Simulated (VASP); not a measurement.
Here is a VASP 6.6.1 calculation.

The input INCAR:

```
SYSTEM = ZrC
  ALGO = Normal
  EDIFF = 1E-7
  EDIFFG = -0.01
  ENCUT = 600
  GGA = PE
  IBRION = 2
  ISIF = 3
  ISMEAR = 0
  LASPH = .True.
  LCHARG = .False.
  LREAL = .False.
  LWAVE = .False.
  NELM = 80
  NSW = 65
  PREC = Accurate
  SIGMA = 0.1
```

KPOINTS

```
k-points
0
Gamma
  12 12 9
  0 0 0
```

POSCAR

```
ZrC
1.0
    3.3302707086      0.0000000000      0.0000000000
   -1.6651353543      2.8840990352      0.0000000000
    0.0000000000      0.0000000000      5.4359256820
Zr C
2 2
Direct
    0.0000000000      0.0000000000      0.0000000000
    0.0000000000      0.0000000000      0.5000000000
    0.3333333333      0.6666666667      0.2500000000
    0.6666666667      0.3333333333      0.7500000000
```

Potentials or basis: VASP PAW PBE potentials, release 64 (Zr_sv, C).

The run is started by

```sh
$ cat potpaw_PBE.64/Zr_sv/POTCAR potpaw_PBE.64/C/POTCAR > POTCAR
$ mpirun -np 1 vasp_std > vasp.out
```

**Question.** Predict the relaxed cell.

**Answer.** a = 3.302 Å, b = 3.302 Å, c = 5.847 Å, α = 90.00°, β = 90.00°, γ = 120.00°.

**Question.** Estimate the space group after relaxing (to 0.1 Å).

**Answer.** P6_3/mmc (No. 194).

Final structure:
```
CELL_PARAMETERS angstrom
3.30162 0.00000 0.00000
-1.65081 2.85929 0.00000
0.00000 0.00000 5.84657
ATOMIC_POSITIONS crystal
Zr 0.00000 0.00000 0.00000
Zr 0.00000 0.00000 0.50000
C 0.33333 0.66667 0.25000
C 0.66667 0.33333 0.75000
```
